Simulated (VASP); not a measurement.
# Zr (R-3m) in VASP: single point with PBE

Aim: the single point of Zr with PBE.

Everything below comes from runs of VASP 6.6.1. Logs are shortened: lines on timing, memory, paths and dates and some standing lists are left out, and cuts for length are marked.

### 1 The cell of the first run

Symmetry: R-3m, No. 166, trigonal system. Conventional cell: a = 3.223 Å, b = 3.223 Å, c = 23.402 Å, α = 90.00°, β = 90.00°, γ = 120.00°. Zr (site symmetry -3m) has 12 Zr at 3.19 to 3.22 Å within 4.2 Å. Zr (site symmetry 3m) has 12 Zr at 3.19 to 3.22 Å within 4.2 Å.

### 2 Single point, PBE

INCAR

```
SYSTEM = Zr
ALGO     = Fast           ! electronic algorithm
EDIFF    = 1E-6           ! SCF threshold, eV
ENCUT    = 520            ! plane-wave cutoff, eV
GGA      = PE             ! functional
ISIF     = 2              ! what is computed and relaxed
ISMEAR   = 0              ! smearing method
LASPH    = .True.         ! aspherical terms in the spheres
LCHARG   = .True.         ! write CHGCAR
LELF     = .True.         ! ELF
LREAL    = .False.        ! projectors in reciprocal space
LVHAR    = .True.       
LWAVE    = .False.        ! write WAVECAR
NBANDS   = 64             ! bands
NELM     = 100            ! most SCF steps
PREC     = Accurate       ! precision mode
SIGMA    = 0.1            ! smearing width, eV
```

KPOINTS

```
k-points
0
Gamma
  18 18 2
  0 0 0
```

POSCAR

```
Zr
1.0
    3.2227156053      0.0000000000      0.0000000000
   -1.6113578027      2.7909535834      0.0000000000
    0.0000000000      0.0000000000     23.4022335024
Zr
9
Direct
    0.0000000000      0.0000000000      0.0000000000
    0.3333333333      0.6666666667      0.1105083432
    0.0000000000      0.0000000000      0.2228249901
    0.3333333333      0.6666666667      0.3333333333
    0.6666666667      0.3333333333      0.4438416765
    0.3333333333      0.6666666667      0.5561583235
    0.6666666667      0.3333333333      0.6666666667
    0.0000000000      0.0000000000      0.7771750099
    0.6666666667      0.3333333333      0.8894916568
```

Potentials or basis: VASP PAW PBE potentials, release 64 (Zr_sv).

On the command line:

```bash
$ cat potpaw_PBE.64/Zr_sv/POTCAR > POTCAR
$ mpirun -np 1 vasp_std > vasp.out
```

OUTCAR:

```text
SYSTEM = Zr
   EDIFF = 1E-6
   ENCUT = 520
   GGA = PE
   ISIF = 2
   ISMEAR = 0
   LASPH = .True.
   LREAL = .False.
   NELM = 100
   PREC = Accurate

 ion  position               nearest neighbor table
   1  0.000  0.000  0.000-   2 3.19   9 3.19   9 3.19   2 3.19   9 3.19   2 3.19
   2  0.333  0.667  0.111-   1 3.19   1 3.19   1 3.19   3 3.22   3 3.22   3 3.22
   3  0.000  0.000  0.223-   4 3.19   4 3.19   4 3.19   2 3.22   2 3.22   2 3.22
   4  0.333  0.667  0.333-   5 3.19   3 3.19   5 3.19   3 3.19   3 3.19   5 3.19
   5  0.667  0.333  0.444-   4 3.19   4 3.19   4 3.19   6 3.22   6 3.22   6 3.22
   6  0.333  0.667  0.556-   7 3.19   7 3.19   7 3.19   5 3.22   5 3.22   5 3.22
   7  0.667  0.333  0.667-   6 3.19   8 3.19   6 3.19   8 3.19   8 3.19   6 3.19
   8  0.000  0.000  0.777-   7 3.19   7 3.19   7 3.19   9 3.22   9 3.22   9 3.22
   9  0.667  0.333  0.889-   1 3.19   1 3.19   1 3.19   8 3.22   8 3.22   8 3.22

  LATTYP: Found a hexagonal cell.
 ALAT       =     3.2227156053
 C/A-ratio  =     7.2616502256

  Lattice vectors:

 A1 = (   3.2227156053,   0.0000000000,   0.0000000000)
 A2 = (  -1.6113578027,   2.7909535834,   0.0000000000)
 A3 = (   0.0000000000,   0.0000000000,  23.4022335024)

Analysis of symmetry for initial positions (statically):
=====================================================================
 Subroutine PRICEL returns following result:

  LATTYP: Found a trigonal (rhomboedric) cell.
 ALAT       =     8.0195748045
 COS(alpha) =     0.9192558099

  Lattice vectors:

 A1 = (  -1.6113578025,   0.9303178610,  -7.8007445000)
 A2 = (   1.6113578023,   0.9303178613,  -7.8007445024)
 A3 = (   0.0000000002,  -1.8606357224,  -7.8007445000)

   3 primitive cells build up your supercell.

 Routine SETGRP: Setting up the symmetry group for a
 hexagonal supercell.

 Subroutine GETGRP returns: Found 12 space group operations
 (whereof 12 operations were pure point group operations)
 out of a pool of 24 trial point group operations.

The static configuration has the point symmetry D_3d.

Analysis of symmetry for dynamics (positions and initial velocities):
=====================================================================
 Subroutine PRICEL returns following result:

  LATTYP: Found a trigonal (rhomboedric) cell.
 ALAT       =     8.0195748045
 COS(alpha) =     0.9192558099

  Lattice vectors:

 A1 = (  -1.6113578025,   0.9303178610,  -7.8007445000)
 A2 = (   1.6113578023,   0.9303178613,  -7.8007445024)
 A3 = (   0.0000000002,  -1.8606357224,  -7.8007445000)

   3 primitive cells build up your supercell.

 Routine SETGRP: Setting up the symmetry group for a
 hexagonal supercell.

 Subroutine GETGRP returns: Found 12 space group operations
 (whereof 12 operations were pure point group operations)
 out of a pool of 24 trial point group operations.

The dynamic configuration has the point symmetry D_3d.

 Subroutine INISYM returns: Found 12 space group operations
 (whereof 12 operations are pure point group operations),
 and found     3 'primitive' translations

----------------------------------------------------------------------------------------

                                     Primitive cell

  volume of cell :      70.1634

  direct lattice vectors                    reciprocal lattice vectors
    -1.611357803  0.930317861 -7.800744500    -0.310297315  0.179150238 -0.042730964
     1.611357802  0.930317861 -7.800744502     0.310297315  0.179150238 -0.042730964
     0.000000000 -1.860635722 -7.800744500    -0.000000000 -0.358300477 -0.042730964

  length of vectors
     8.019574804  8.019574807  8.019574805     0.360839531  0.360839531  0.360839531

  position of ions in fractional coordinates (direct lattice)
     0.000000000  0.000000000  0.000000000
     0.222824990  0.222824990  0.222824990
     0.777175010  0.777175010  0.777175010

  ion indices of the primitive-cell ions
   primitive index   ion index
                 1           1
                 2           8
                 3           3

----------------------------------------------------------------------------------------

 KPOINTS: k-points

Automatic generation of k-mesh.
 Grid dimensions read from file:
 generate k-points for:   18   18    2

 Generating k-lattice:

  Cartesian coordinates                     Fractional coordinates (reciprocal lattice)
     0.017238740  0.009952791  0.000000000     0.055555556  0.000000000  0.000000000
     0.000000000  0.019905582  0.000000000     0.000000000  0.055555556  0.000000000
     0.000000000  0.000000000  0.021365482     0.000000000  0.000000000  0.500000000

  Length of vectors
     0.019905582  0.019905582  0.021365482

  Shift w.r.t. Gamma in fractional coordinates (k-lattice)
     0.000000000  0.000000000  0.000000000

 Subroutine IBZKPT returns following result:
 ===========================================

 Found     74 irreducible k-points:

 Following reciprocal coordinates:
            Coordinates               Weight
  0.000000  0.000000  0.000000      1.000000
  0.055556 -0.000000  0.000000      6.000000
  0.111111 -0.000000  0.000000      6.000000
  0.166667 -0.000000  0.000000      6.000000
  0.222222  0.000000  0.000000      6.000000
  0.277778  0.000000  0.000000      6.000000
[... 16 lines left out ...]
  0.333333  0.111111  0.000000     12.000000
  0.388889  0.111111  0.000000     12.000000
 [... further k-points ...]
   k-points           NKPTS =     74   k-points in BZ     NKDIM =     74   number of bands    NBANDS=     64
   number of dos      NEDOS =    301   number of ions     NIONS =      9
   total plane-waves  NPLWV = 103680
   dimension x,y,z NGX =    24 NGY =   24 NGZ =  180
   dimension x,y,z NGXF=    48 NGYF=   48 NGZF=  360
   ions per type =               9
   NGX,Y,Z   is equivalent  to a cutoff of  12.38, 12.38, 12.79 a.u.
   NGXF,Y,Z  is equivalent  to a cutoff of  24.76, 24.76, 25.57 a.u.
 SYSTEM =  Zr
   PREC   = accura    normal or accurate (medium, high low for compatibility)
   ISTART =      0    job   : 0-new  1-cont  2-samecut
   ICHARG =      2    charge: 1-file 2-atom 10-const
   ISPIN  =      1    spin polarized calculation?
   LNONCOLLINEAR =      F non collinear calculations
   LSORBIT =      F    spin-orbit coupling
   LASPH  =      T    aspherical Exc in radial PAW
   ENCUT  =  520.0 eV  38.22 Ry    6.18 a.u.   5.99  5.99 43.51*2*pi/ulx,y,z
   NELM   =    100;   NELMIN=  2; NELMDL= -5     # of ELM steps
   EDIFF  = 0.1E-05   stopping-criterion for ELM
   LREAL  =      F    real-space projection
   EDIFFG = 0.1E-04   stopping-criterion for IOM
   NSW    =      0    number of steps for IOM
   IBRION =     -1    ionic relax: 0-MD 1-quasi-New 2-CG
   NFREE  =      0    steps in history (QN), initial steepest desc. (CG)
   ISIF   =      2    stress and relaxation
   ISYM   =      2    0-nonsym 1-usesym 2-fastsym
   POTIM  = 0.5000    time-step for ionic-motion
   TEBEG  =    0.0;   TEEND  =   0.0 temperature during run
   PSTRESS=    0.0 pullay stress
   NELECT =     108.0000    total number of electrons
   NUPDOWN=      -1.0000    fix difference up-down
   EMIN   =  10.00;   EMAX   =-10.00  energy-range for DOS
   EFERMI =   0.00;   METHOD = LEGACY
   ISMEAR =     0;   SIGMA  =   0.10  broadening in eV -4-tet -1-fermi 0-gaus
   EFERMI_NEDOS =   21; number of points for ismear=-14 and -15
   IALGO  =     68    algorithm
   IMIX   =      4    mixing-type and parameters
     AMIX     =   0.40;   BMIX     =  1.00
     AMIX_MAG =   1.60;   BMIX_MAG =  1.00
  volume/ion in A,a.u.               =      23.39       157.83
  Fermi-wavevector in a.u.,A,eV,Ry     =   1.310606  2.476686 23.370561  1.717688
  Thomas-Fermi vector in A             =   2.441125
   LORBIT       =      0    0 simple, 1 ext, 2 COOP (PROOUT), +10 PAW based schemes
   GGA     = PE    functional components
   LHFCALC =     F    Hartree Fock is set to
   AEXX    =    0.0000 exact exchange contribution
   IVDW    =     0    specifies the selected vdW correction
   LEPSILON=     F    determine dielectric tensor
   LRPA    =     F    only Hartree local field effects (RPA)
 non-spin polarized calculation
 RMM-DIIS sequential band-by-band and
 Gauss-broadening in eV      SIGMA  =   0.10
  energy-cutoff  :      520.00
  volume of cell :      210.49
 maximum number of plane-waves:      5742
 NGX is ok and might be reduce to    24
   NGX = 11   NGY = 11   NGZ = 87

 number of electron     108.0000003 magnetization

 Free energy of the ion-electron system (eV)
  ---------------------------------------------------
  ext. energy  EPLUGINS =         0.00000000
  ---------------------------------------------------
  free energy    TOTEN  =       -76.48207767 eV

  energy without entropy =      -76.42822262  energy(sigma->0) =      -76.45515015

 E-fermi :   8.8617     XC(G=0): -11.0614

 val. band max:        8.8605181704   @ k =   0.0556  -0.0000   0.0000
 cond. band min:       8.8639334633   @ k =   0.3889   0.1667   0.0000
 fundamental gap:      0.0034152929
 Fermi energy:         8.8617430472

 k-point     1 :       0.0000    0.0000    0.0000
  band No.  band energies     occupation
      1     -39.8940      2.00000
      2     -39.8775      2.00000
      3     -39.8775      2.00000
      4     -39.8352      2.00000
      5     -39.8352      2.00000
      6     -39.7952      2.00000
[... 56 lines left out ...]
     63       9.8691      0.00000
     64       9.8902      0.00000

 k-point     2 :       0.0556   -0.0000    0.0000
  band No.  band energies     occupation
      1     -39.8904      2.00000
      2     -39.8742      2.00000
      3     -39.8742      2.00000
      4     -39.8325      2.00000
      5     -39.8324      2.00000
      6     -39.7931      2.00000
[... 1463 lines left out ...]
     63      10.0536      0.00000
     64      10.1093      0.00000

 k-point    24 :       0.3889    0.1111    0.0000
  band No.  band energies     occupation
      1     -39.7595      2.00000
      2     -39.7572      2.00000
      3     -39.7529      2.00000
      4     -39.7428      2.00000
      5     -39.7361      2.00000
      6     -39.7312      2.00000
[... 56 lines left out ...]
     63      10.3077      0.00000
     64      10.3183      0.00000

 [... further k-points ...]

------------------------ aborting loop because EDIFF is reached ----------------------------------------

  FORCE on cell =-STRESS in cart. coord.  units (eV):
  Direction    XX          YY          ZZ          XY          YZ          ZX
  --------------------------------------------------------------------------------------
  -------------------------------------------------------------------------------------
  Total        0.0232588      0.0232588     -0.0003529     -0.0000000      0.0000000     -0.0000000
  in kB        0.1770375      0.1770375     -0.0026859     -0.0000000      0.0000000     -0.0000000
  external PRESSURE =       0.1171297 kB  Pullay stress =       0.0000000 kB

 VOLUME and BASIS-vectors are now :
 -----------------------------------------------------------------------------
  energy-cutoff  :      520.00
  volume of cell :      210.49
      direct lattice vectors                 reciprocal lattice vectors
     3.222715605  0.000000000  0.000000000     0.310297315  0.179150238  0.000000000
    -1.611357803  2.790953583  0.000000000     0.000000000  0.358300477  0.000000000
     0.000000000  0.000000000 23.402233502     0.000000000  0.000000000  0.042730964

 POSITION                                       TOTAL-FORCE (eV/Angst)
 -----------------------------------------------------------------------------------
      0.00000      0.00000      0.00000         0.000000      0.000000      0.000000
     -0.00000      1.86064      2.58614         0.000000     -0.000000      0.002997
      0.00000      0.00000      5.21460        -0.000000      0.000000     -0.002997
     -0.00000      1.86064      7.80074         0.000000      0.000000     -0.000000
      1.61136      0.93032     10.38689         0.000000     -0.000000      0.002997
     -0.00000      1.86064     13.01535        -0.000000      0.000000     -0.002997
      1.61136      0.93032     15.60149         0.000000      0.000000      0.000000
      0.00000      0.00000     18.18763         0.000000     -0.000000      0.002997
      1.61136      0.93032     20.81609        -0.000000      0.000000     -0.002997
 -----------------------------------------------------------------------------------
    total drift:                                0.000000     -0.000000      0.000000

  FREE ENERGIE OF THE ION-ELECTRON SYSTEM (eV)
  ---------------------------------------------------
  free  energy   TOTEN  =       -76.4820776705 eV

  energy  without entropy=      -76.4282226196  energy(sigma->0) =      -76.45515015
```

Run time: 53 min. Hardware: 1 thread of Oxide Virtual Turin-like, shared host; peak memory 0.71 GiB.

Results:

```
Free energy            : -76.4821 eV
Pressure               : 0.0 GPa
Band gap on the k mesh : zero (bands 54 and 55 overlap by 1.16 eV)
```

Forces in eV/Å, atoms in the order of the input:
```
Zr   0.000  0.000  0.000
Zr   0.000  0.000  0.003
Zr   0.000  0.000 -0.003
Zr   0.000  0.000  0.000
Zr   0.000  0.000  0.003
Zr   0.000  0.000 -0.003
Zr   0.000  0.000  0.000
Zr   0.000  0.000  0.003
Zr   0.000  0.000 -0.003
```

Levels at points of the mesh, in eV from the Fermi level:
| k point | band 51 | band 52 | band 53 | band 54 | band 55 | band 56 | band 57 | band 58 |
| --- | --- | --- | --- | --- | --- | --- | --- | --- |
| (0.00, 0.00, 0.00) | 0.71 | 0.80 | 0.81 | 0.81 | 0.81 | 0.82 | 0.84 | 0.96 |
| (0.50, 0.00, 0.00) | -0.63 | -0.38 | -0.20 | -0.20 | 0.79 | 0.79 | 0.79 | 0.81 |
| (0.00, 0.00, 0.50) | 0.54 | 0.78 | 0.79 | 0.83 | 0.83 | 0.83 | 0.86 | 0.94 |
| (0.50, 0.00, 0.50) | -0.91 | -0.38 | -0.38 | 0.16 | 0.45 | 0.70 | 0.89 | 0.89 |
